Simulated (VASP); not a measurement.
A run of VASP 6.6.1 is set up as follows.

File POSCAR:

```
Bi
1.0
    3.2751590537      0.0000000000      0.0000000000
    0.0000000000      3.2751590537      0.0000000000
    0.0000000000      0.0000000000      3.2751590537
Bi
1
Direct
    0.5000000000      0.5000000000      0.5000000000
```

Contents of INCAR.step1:

```
SYSTEM = Bi
ALGO     = Normal         ! electronic algorithm
EDIFF    = 1E-4           ! SCF threshold, eV
ENCUT    = 520            ! plane-wave cutoff, eV
GGA      = PE             ! functional
ISMEAR   = 0              ! smearing method
LASPH    = .True.         ! aspherical terms in the spheres
LCHARG   = .False.        ! write CHGCAR
LREAL    = .False.        ! projectors in reciprocal space
LWAVE    = .True.         ! write WAVECAR
NBANDS   = 14             ! bands
NELM     = 80             ! most SCF steps
PREC     = Accurate       ! precision mode
SIGMA    = 0.1            ! smearing width, eV
```

File INCAR.step2:

```
SYSTEM = Bi
ALGO     = Normal         ! electronic algorithm
EDIFF    = 1E-6           ! SCF threshold, eV
ENCUT    = 520            ! plane-wave cutoff, eV
ISIF     = 2              ! what is computed and relaxed
ISMEAR   = 0              ! smearing method
ISTART   = 1            
LASPH    = .True.         ! aspherical terms in the spheres
LCHARG   = .False.        ! write CHGCAR
LMIXTAU  = .True.       
LREAL    = .False.        ! projectors in reciprocal space
LWAVE    = .False.        ! write WAVECAR
METAGGA  = R2SCAN         ! meta-GGA
NBANDS   = 14             ! bands
NELM     = 80             ! most SCF steps
PREC     = Accurate       ! precision mode
SIGMA    = 0.1            ! smearing width, eV
```

The input KPOINTS:

```
k-points
0
Gamma
  16 16 16
  0 0 0
```

Potentials or basis: VASP PAW PBE potentials, release 64 (Bi_d).

Run with:

```sh
$ cat potpaw_PBE.64/Bi_d/POTCAR > POTCAR
$ cp INCAR.step1 INCAR
$ mpirun -np 1 vasp_std > vasp.out
$ cp INCAR.step2 INCAR
$ mpirun -np 1 vasp_std > vasp.out
```

(1) What does it give for the pressure?

## Answers

(1) -1.1 GPa.

Caveat: the PAW data sets were made with another functional, which shifts forces and pressure a little.
